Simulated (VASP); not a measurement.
# AlNi in VASP: further runs, part 2 of 2

VASP 6.6.1. Earlier steps stand in the parts before.

## (5) Single point, r2SCAN

This run uses another cell than the first one, of 11.15 Å³/atom.

POSCAR reads:

```
AlNi
1.0
    1.9886875091     -1.9886875091      0.0000000000
    1.9886875091      1.9886875091      0.0000000000
    0.0000000000      0.0000000000      2.8197052788
Al Ni
1 1
Direct
    0.0000000000      0.0000000000      0.0000000000
    0.5000000000      0.5000000000      0.5000000000
```

INCAR.step1 reads:

```
SYSTEM = AlNi
ALGO = Normal
EDIFF = 1E-4
ENCUT = 520
GGA = PE
ISMEAR = 0
LASPH = .True.
LCHARG = .False.
LREAL = .False.
LWAVE = .True.
NBANDS = 14
NELM = 60
PREC = Accurate
SIGMA = 0.1
```

INCAR.step2 reads:

```
SYSTEM = AlNi
ALGO = Normal
EDIFF = 1E-6
ENCUT = 520
ISIF = 2
ISMEAR = 0
ISTART = 1
LASPH = .True.
LCHARG = .True.
LELF = .True.
LMIXTAU = .True.
LREAL = .False.
LVHAR = .True.
LWAVE = .False.
METAGGA = R2SCAN
NBANDS = 14
NELM = 60
PREC = Accurate
SIGMA = 0.1
```

KPOINTS reads:

```
k-points
0
Gamma
  16 16 14
  0 0 0
```

The run is started by

```console
$ cat potpaw_PBE.64/Al/POTCAR potpaw_PBE.64/Ni/POTCAR > POTCAR
$ cp INCAR.step1 INCAR
$ mpirun -np 1 vasp_std > vasp.out
$ cp INCAR.step2 INCAR
$ mpirun -np 1 vasp_std > vasp.out
```

Wall time 3.1 min (1 thread of Intel Xeon Platinum 8488C (Sapphire Rapids), shared host); peak memory 0.24 GiB.

It converged, with:

```yaml
Free_energy: -20.0372 eV
Pressure: 9.8 GPa
Band_gap_on_the_k_mesh: zero (an odd number of electrons rules out a gap without spin polarisation)
```

Levels at points of the mesh, in eV from the Fermi level:
```csv
k point,band 3,band 4,band 5,band 6,band 7,band 8,band 9,band 10,band 11,band 12
"(0.00, 0.00, 0.00)",-3.69,-1.74,-1.74,-1.74,6.16,6.26,6.26,8.64,8.66,16.39
"(0.50, 0.00, 0.00)",-3.12,-2.55,-2.53,-1.64,-0.66,8.74,10.87,10.97,12.32,12.40
"(0.50, 0.50, 0.00)",-3.27,-3.27,-2.37,-2.37,-1.10,1.75,3.09,14.09,16.37,16.37
"(0.00, 0.00, 0.50)",-3.12,-2.53,-2.53,-1.64,-0.68,8.74,10.96,10.96,12.37,12.37
"(0.50, 0.00, 0.50)",-3.30,-3.29,-2.36,-2.35,-1.11,1.73,3.06,14.16,16.42,16.45
"(0.50, 0.50, 0.50)",-4.65,-1.08,-1.07,1.98,1.99,1.99,4.96,4.96,4.99,5.16
```

Caveat: the cell stands under pressure; the PAW data sets were made with another functional, which shifts forces and pressure a little. Spin polarisation is off, so any magnetic state and its effect on volume and gap are missing.

## (6) Single point, r2SCAN

This run uses another cell than the first one, of 9.99 Å³/atom.

POSCAR reads:

```
AlNi
1.0
    1.9187638460     -1.9187638460      0.0000000000
    1.9187638460      1.9187638460      0.0000000000
    0.0000000000      0.0000000000      2.7144255106
Al Ni
1 1
Direct
    0.0000000000      0.0000000000      0.0000000000
    0.5000000000      0.5000000000      0.5000000000
```

INCAR.step1: that of step 5 with these lines changed.

```diff
@@ -11,3 +11,3 @@
 NBANDS = 14
-NELM = 60
+NELM = 100
 PREC = Accurate
```

INCAR.step2 reads:

```
SYSTEM = AlNi
ALGO = Normal
EDIFF = 1E-6
ENCUT = 520
ISIF = 2
ISMEAR = 0
ISTART = 1
LASPH = .True.
LCHARG = .False.
LMIXTAU = .True.
LREAL = .False.
LWAVE = .False.
METAGGA = R2SCAN
NBANDS = 14
NELM = 100
PREC = Accurate
SIGMA = 0.1
```

KPOINTS reads:

```
k-points
0
Gamma
  16 16 16
  0 0 0
```

Potentials or basis: VASP PAW PBE potentials, release 64 (Al, Ni).

The run is started by

```console
$ cat potpaw_PBE.64/Al/POTCAR potpaw_PBE.64/Ni/POTCAR > POTCAR
$ cp INCAR.step1 INCAR
$ mpirun -np 1 vasp_std > vasp.out
$ cp INCAR.step2 INCAR
$ mpirun -np 1 vasp_std > vasp.out
```

OUTCAR:

```text
SYSTEM = AlNi
   EDIFF = 1E-6
   ENCUT = 520
   ISIF = 2
   ISMEAR = 0
   ISTART = 1
   LASPH = .True.
   LREAL = .False.
   METAGGA = R2SCAN
   NELM = 100
   PREC = Accurate

 ion  position               nearest neighbor table
   1  0.000  0.000  0.000-   2 2.35   2 2.35   2 2.35   2 2.35   2 2.35   2 2.35   2 2.35   2 2.35

   2  0.500  0.500  0.500-   1 2.35   1 2.35   1 2.35   1 2.35   1 2.35   1 2.35   1 2.35   1 2.35

  LATTYP: Found a simple tetragonal cell.
 ALAT       =     2.7135418540
 C/A-ratio  =     1.0003256469

  Lattice vectors:

 A1 = (   1.9187638460,  -1.9187638460,   0.0000000000)
[... 587 lines left out ...]
     11      26.0481      0.00000
     12      26.1813      0.00000
     13      30.5396      0.00000
     14      31.9567      0.00000

 [... further k-points ...]
[... 5 lines left out ...]
  --------------------------------------------------------------------------------------
  -------------------------------------------------------------------------------------
  Total        4.9458920      4.9458920      4.9389306      0.0000000      0.0000000      0.0000000
  in kB      396.4644300    396.4644300    395.9064091      0.0000000      0.0000000      0.0000000
  external PRESSURE =     396.2784231 kB  Pullay stress =       0.0000000 kB

 VOLUME and BASIS-vectors are now :
 -----------------------------------------------------------------------------
  energy-cutoff  :      520.00
  volume of cell :       19.99
      direct lattice vectors                 reciprocal lattice vectors
     1.918763846 -1.918763846  0.000000000     0.260584439 -0.260584439  0.000000000
     1.918763846  1.918763846  0.000000000     0.260584439  0.260584439  0.000000000
     0.000000000  0.000000000  2.714425511     0.000000000  0.000000000  0.368402078

 POSITION                                       TOTAL-FORCE (eV/Angst)
 -----------------------------------------------------------------------------------
      0.00000      0.00000      0.00000        -0.000000      0.000000      0.000000
      1.91876      0.00000      1.35721         0.000000     -0.000000      0.000000
 -----------------------------------------------------------------------------------
    total drift:                                0.000000      0.000000     -0.000000

  FREE ENERGIE OF THE ION-ELECTRON SYSTEM (eV)
  ---------------------------------------------------
  free  energy   TOTEN  =       -19.6990455050 eV

  energy  without entropy=      -19.6955245586  energy(sigma->0) =      -19.69728503
```

OSZICAR.step1:

```text
N       E                     dE             d eps       ncg     rms          rms(c)
DAV:   1     0.427448862678E+02    0.42745E+02   -0.55033E+03 11724   0.103E+03
DAV:   2    -0.984121589967E+01   -0.52586E+02   -0.47635E+02 12300   0.189E+02
DAV:   3    -0.116098271777E+02   -0.17686E+01   -0.17551E+01 14270   0.375E+01
DAV:   4    -0.116320446595E+02   -0.22217E-01   -0.22213E-01 13672   0.387E+00
DAV:   5    -0.116326761053E+02   -0.63145E-03   -0.63143E-03 14408   0.705E-01    0.135E+01
DAV:   6    -0.125724899836E+02   -0.93981E+00   -0.37439E+01 13422   0.925E+01    0.130E+01
DAV:   7    -0.100579925054E+02    0.25145E+01   -0.11406E+01 13536   0.545E+01    0.138E+00
DAV:   8    -0.100429219501E+02    0.15071E-01   -0.12617E-01 13836   0.358E+00    0.114E+00
DAV:   9    -0.100275199551E+02    0.15402E-01   -0.41815E-02 14784   0.287E+00    0.187E-01
DAV:  10    -0.100273727839E+02    0.14717E-03   -0.84907E-04 14808   0.392E-01    0.106E-01
DAV:  11    -0.100273632601E+02    0.95238E-05   -0.25694E-05  7334   0.645E-02
   1 F= -.10027363E+02 E0= -.10025579E+02  d E =-.356781E-02
```

Run time: 3.2 min. Hardware: 1 thread of Intel Xeon Platinum 8488C (Sapphire Rapids), shared host; peak memory 0.22 GiB.

Results:

```yaml
Free_energy: -19.6990 eV
Pressure: 39.6 GPa
Band_gap_on_the_k_mesh: zero (an odd number of electrons rules out a gap without spin polarisation)
```

Caveat: the cell stands under pressure; the PAW data sets were made with another functional, which shifts forces and pressure a little.

## (7) Overview

| cell | k mesh | smearing | gap on the mesh (eV) | pressure (GPa) |
| --- | --- | --- | --- | --- |
| a = 2.860, b = 2.860, c = 2.870 Å, 2 atoms, atomic positions A | 12 × 12 × 12 | gaussian 0.15 eV | none | -0.2 |
| a = 4.044, b = 4.045, c = 4.052 Å, angles 119.9, 119.9, 90.0°, 4 atoms, atomic positions B | 12 × 12 × 12 | gaussian 0.15 eV | none | -0.2 |
| a = 2.774, b = 2.774, c = 2.779 Å, 2 atoms, atomic positions A | 16 × 16 × 14 | gaussian 0.1 eV | none | 19.7 |
| a = 2.812, b = 2.812, c = 2.820 Å, 2 atoms, atomic positions A | 16 × 16 × 14 | gaussian 0.1 eV | none | 9.8 |
| a = 2.714, b = 2.714, c = 2.714 Å, 2 atoms, atomic positions A | 16 × 16 × 16 | gaussian 0.1 eV | none | 39.6 |

Alike in all rows: task single point; level r2SCAN; potentials or basis VASP PAW PBE potentials, release 64 (Al, Ni); no spin polarisation; cutoff (eV) 520.

Caveats: the PAW data sets were made with another functional, which shifts forces and pressure a little; the cell stands under pressure (at least some runs).

Total energies depend on the potentials used, so only differences within one code and one set of settings carry meaning.
